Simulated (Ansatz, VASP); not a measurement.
**Two plane-wave programs on ZnSe2**

```
CELL_PARAMETERS angstrom
6.37413 0.00000 0.00000
0.00000 6.37413 0.00000
0.00000 0.00000 6.37413
ATOMIC_POSITIONS crystal
Zn 0.50000 0.50000 0.00000
Zn 0.50000 0.00000 0.50000
Zn 0.00000 0.50000 0.50000
Zn 0.00000 0.00000 0.00000
Se 0.10852 0.89148 0.39148
Se 0.89148 0.39148 0.10852
Se 0.39148 0.10852 0.89148
Se 0.60852 0.60852 0.60852
Se 0.89148 0.10852 0.60852
Se 0.10852 0.60852 0.89148
Se 0.60852 0.89148 0.10852
Se 0.39148 0.39148 0.39148
```

Alike in both runs: task single point; functional r2SCAN; k mesh 4 × 4 × 4; occupations gaussian, width 0.05 eV; no spin polarisation.

|  | VASP | Ansatz |
| --- | --- | --- |
| version | VASP 6.6.1 | Ansatz 0.2.0 |
| potentials or method | VASP PAW PBE potentials, release 64 (Zn, Se), cutoff 520 eV | scalar-relativistic, plane waves, PAW |
| valence electrons in the cell | 96 | 176 |

Ansatz gave:

| Item | Value |
| --- | --- |
| gap on the k mesh at the Fermi level (eV) | 1.16 |
| pressure (GPa) | -2.2 |
| rms of the force components (eV/Å) | 0.100 |

Q: Estimate VASP's values.

A: gap on the k mesh at the Fermi level (eV): 1.15; pressure (GPa): -2.2; rms of the force components (eV/Å): 0.101.

VASP's potentials were made for PBE, not for r2SCAN. Atom by atom the forces differ by 0.001 eV/Å (rms over components). VASP's potentials hold 96 valence electrons a cell and Ansatz's 176, so a difference there can come from the potentials and not from the codes.
